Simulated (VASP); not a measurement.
# InCuC4N4 (P-43m) in VASP: single point with PBE

Aim: the single point of InCuC4N4 with PBE.

Everything below comes from runs of VASP 6.6.1. Logs are shortened: lines on timing, memory, paths and dates and some standing lists are left out, and cuts for length are marked.

### 1 The cell of the first run

It takes space group P-43m (No. 215, cubic). The conventional cell has a = 5.980 Å, b = 5.980 Å, c = 5.980 Å, α = 90.00°, β = 90.00°, γ = 90.00°. Within 2.7 Å of In (site symmetry -43m) lie 4 C at 2.00 Å. Within 2.7 Å of Cu (site symmetry -43m) lie 4 N at 2.01 Å. C (site symmetry 3m) has 1 N at 1.17 Å within 1.6 Å. N (site symmetry 3m) has 1 C at 1.17 Å within 1.6 Å.

### 2 Single point, PBE, collinear spin

INCAR reads:

```
PREC = Accurate
ENCUT = 520
EDIFF = 1E-6
ISMEAR = 0
SIGMA = 0.1
LREAL = F
LASPH = T
NELM = 150
ALGO = Normal
ISIF = 2
LWAVE = F
LCHARG = T
ISPIN = 2
MAGMOM = 0 1 0 0 0 0 0 0 0 0
LORBIT = 11
LMAXMIX = 4
GGA = PE
LELF = T
LVHAR = T
NBANDS = 45
```

KPOINTS reads:

```
Automatic mesh
0
Gamma
  4 4 4
```

POSCAR reads:

```
InCuC4N4
1.0
    5.9796167400      0.0000000000      0.0000000000
    0.0000000000      5.9796167400      0.0000000000
    0.0000000000      0.0000000000      5.9796167400
In Cu C N
1 1 4 4
Direct
    0.0000000000      0.0000000000      0.0000000000
    0.5000000000      0.5000000000      0.5000000000
    0.1932026600      0.1932026600      0.1932026600
    0.1932026600      0.8067973400      0.8067973400
    0.8067973400      0.1932026600      0.8067973400
    0.8067973400      0.8067973400      0.1932026600
    0.3061697400      0.3061697400      0.3061697400
    0.3061697400      0.6938302600      0.6938302600
    0.6938302600      0.3061697400      0.6938302600
    0.6938302600      0.6938302600      0.3061697400
```

Potentials or basis: VASP PAW PBE potentials, release 64 (In_d, Cu, C, N).

Launch:

```console
$ cat potpaw_PBE.64/In_d/POTCAR potpaw_PBE.64/Cu/POTCAR potpaw_PBE.64/C/POTCAR potpaw_PBE.64/N/POTCAR > POTCAR
$ mpirun -np 1 vasp_std > vasp.out
```

OUTCAR:

```text
PREC = Accurate
   ENCUT = 520
   EDIFF = 1E-6
   ISMEAR = 0
   LREAL = F
   LASPH = T
   NELM = 150
   ISIF = 2
   ISPIN = 2
   LORBIT = 11
   GGA = PE

 ion  position               nearest neighbor table
   1  0.000  0.000  0.000-   3 2.00   4 2.00   5 2.00   6 2.00
   2  0.500  0.500  0.500-   7 2.01   8 2.01   9 2.01  10 2.01
   3  0.193  0.193  0.193-   7 1.17   1 2.00
   4  0.193  0.807  0.807-   8 1.17   1 2.00
   5  0.807  0.193  0.807-   9 1.17   1 2.00
   6  0.807  0.807  0.193-  10 1.17   1 2.00
   7  0.306  0.306  0.306-   3 1.17   2 2.01
   8  0.306  0.694  0.694-   4 1.17   2 2.01
   9  0.694  0.306  0.694-   5 1.17   2 2.01
  10  0.694  0.694  0.306-   6 1.17   2 2.01

  LATTYP: Found a simple cubic cell.
 ALAT       =     5.9796167400

  Lattice vectors:

 A1 = (   5.9796167400,   0.0000000000,   0.0000000000)
 A2 = (   0.0000000000,   5.9796167400,   0.0000000000)
 A3 = (   0.0000000000,   0.0000000000,   5.9796167400)

Analysis of symmetry for initial positions (statically):
=====================================================================
 Subroutine PRICEL returns:
 Original cell was already a primitive cell.

 Routine SETGRP: Setting up the symmetry group for a
 simple cubic supercell.

 Subroutine GETGRP returns: Found 24 space group operations
 (whereof 24 operations were pure point group operations)
 out of a pool of 48 trial point group operations.

The static configuration has the point symmetry T_d .

Analysis of symmetry for dynamics (positions and initial velocities):
=====================================================================
 Subroutine PRICEL returns:
 Original cell was already a primitive cell.

 Routine SETGRP: Setting up the symmetry group for a
 simple cubic supercell.

 Subroutine GETGRP returns: Found 24 space group operations
 (whereof 24 operations were pure point group operations)
 out of a pool of 48 trial point group operations.

The dynamic configuration has the point symmetry T_d .

Analysis of structural, dynamic, and magnetic symmetry:
=====================================================================
 Subroutine PRICEL returns:
 Original cell was already a primitive cell.

 Routine SETGRP: Setting up the symmetry group for a
 simple cubic supercell.

[... 152 lines left out ...]
  free energy    TOTEN  =       -71.65701777 eV

  energy without entropy =      -71.65701777  energy(sigma->0) =      -71.65701777

 E-fermi :  -0.0497     XC(G=0):  -7.0773

 val. band max:       -0.4999752280   @ k =   0.5000   0.5000   0.0000
 cond. band min:       2.6549546924   @ k =   0.2500   0.2500   0.2500
 fundamental gap:      3.1549299203
 Fermi energy:        -0.0496672770

 spin component 1

 k-point     1 :       0.0000    0.0000    0.0000
  band No.  band energies     occupation
      1     -18.2643      1.00000
      2     -18.1660      1.00000
      3     -18.1660      1.00000
      4     -18.1660      1.00000
      5     -15.3755      1.00000
      6     -15.3755      1.00000
[... 439 lines left out ...]
     41       6.5253      0.00000
     42       6.5253      0.00000
 Fermi energy:        -0.0496672770

 spin component 2

 k-point     1 :       0.0000    0.0000    0.0000
  band No.  band energies     occupation
      1     -18.2643      1.00000
      2     -18.1660      1.00000
      3     -18.1660      1.00000
      4     -18.1660      1.00000
      5     -15.3755      1.00000
      6     -15.3755      1.00000
[... 439 lines left out ...]
     41       6.5254      0.00000
     42       6.5254      0.00000
 [bands above 42 left out]

------------------------ aborting loop because EDIFF is reached ----------------------------------------

  FORCE on cell =-STRESS in cart. coord.  units (eV):
  Direction    XX          YY          ZZ          XY          YZ          ZX
  --------------------------------------------------------------------------------------
  -------------------------------------------------------------------------------------
  Total        5.2826697      5.2826697      5.2826697     -0.0000000      0.0000000      0.0000000
  in kB       39.5862163     39.5862163     39.5862163     -0.0000000      0.0000000      0.0000000
  external PRESSURE =      39.5862163 kB  Pullay stress =       0.0000000 kB

 VOLUME and BASIS-vectors are now :
 -----------------------------------------------------------------------------
  energy-cutoff  :      520.00
  volume of cell :      213.81
      direct lattice vectors                 reciprocal lattice vectors
     5.979616740  0.000000000  0.000000000     0.167234798  0.000000000  0.000000000
     0.000000000  5.979616740  0.000000000     0.000000000  0.167234798  0.000000000
     0.000000000  0.000000000  5.979616740     0.000000000  0.000000000  0.167234798

 POSITION                                       TOTAL-FORCE (eV/Angst)
 -----------------------------------------------------------------------------------
      0.00000      0.00000      0.00000         0.000000      0.000000     -0.000000
      2.98981      2.98981      2.98981         0.000000      0.000000     -0.000000
      1.15528      1.15528      1.15528         1.810518      1.810518      1.810518
      1.15528      4.82434      4.82434         1.810518     -1.810518     -1.810518
      4.82434      1.15528      4.82434        -1.810518      1.810518     -1.810518
      4.82434      4.82434      1.15528        -1.810518     -1.810518      1.810518
      1.83078      1.83078      1.83078         0.020632      0.020632      0.020632
      1.83078      4.14884      4.14884         0.020632     -0.020632     -0.020632
      4.14884      1.83078      4.14884        -0.020632      0.020632     -0.020632
      4.14884      4.14884      1.83078        -0.020632     -0.020632      0.020632
 -----------------------------------------------------------------------------------
    total drift:                                0.000000      0.000000     -0.000000

  FREE ENERGIE OF THE ION-ELECTRON SYSTEM (eV)
  ---------------------------------------------------
  free  energy   TOTEN  =       -71.6570177652 eV

  energy  without entropy=      -71.6570177652  energy(sigma->0) =      -71.65701777

 total charge

# of ion       s       p       d       tot
------------------------------------------
    1        0.806   1.200  10.017  12.023
    2        0.298   0.383   9.233   9.914
    3        0.950   1.698   0.000   2.648
    4        0.950   1.698   0.000   2.648
    5        0.950   1.698   0.000   2.648
    6        0.950   1.698   0.000   2.648
    7        1.308   2.531   0.000   3.839
    8        1.308   2.531   0.000   3.839
    9        1.308   2.531   0.000   3.839
   10        1.308   2.531   0.000   3.839
--------------------------------------------------
tot         10.135  18.501  19.250  47.887

 magnetization (x)

# of ion       s       p       d       tot
------------------------------------------
    1        0.000   0.000  -0.000   0.000
    2       -0.000  -0.000   0.000   0.000
    3       -0.000  -0.000   0.000  -0.000
    4       -0.000  -0.000   0.000  -0.000
    5       -0.000  -0.000   0.000  -0.000
    6       -0.000  -0.000   0.000  -0.000
    7       -0.000   0.000   0.000  -0.000
    8       -0.000   0.000   0.000  -0.000
    9       -0.000   0.000   0.000  -0.000
   10       -0.000   0.000   0.000  -0.000
--------------------------------------------------
tot         -0.000  -0.000   0.000   0.000
```

Wall time 3.5 min (1 thread of Intel Xeon Platinum 8375C at 2.90GHz (Ice Lake), shared host); peak memory 0.49 GiB.

Results:

```
Free energy                                           : -71.6570 eV
Pressure                                              : 4.0 GPa
Largest force                                         : 3.136 eV/Å
Band gap on the k mesh                                : 3.15 eV (least direct gap 3.21 eV)
Net moment                                            : 0.00 μB per cell
Valence electrons inside the program's atomic spheres : In 12.02; Cu 9.91; C 2.65; N 3.84
```

Forces in eV/Å, atoms in the order of the input:
```
In   0.000  0.000  0.000
Cu   0.000  0.000  0.000
C    1.811  1.811  1.811
C    1.811 -1.811 -1.811
C   -1.811  1.811 -1.811
C   -1.811 -1.811  1.811
N    0.021  0.021  0.021
N    0.021 -0.021 -0.021
N   -0.021  0.021 -0.021
N   -0.021 -0.021  0.021
```

Caveat: the cell stands under pressure; spin-orbit coupling is left out, which moves the levels of the heavy elements; forces of over 1 eV/Å act on the atoms, so gaps and moduli don't describe the material at rest. A k mesh can miss the band edges.
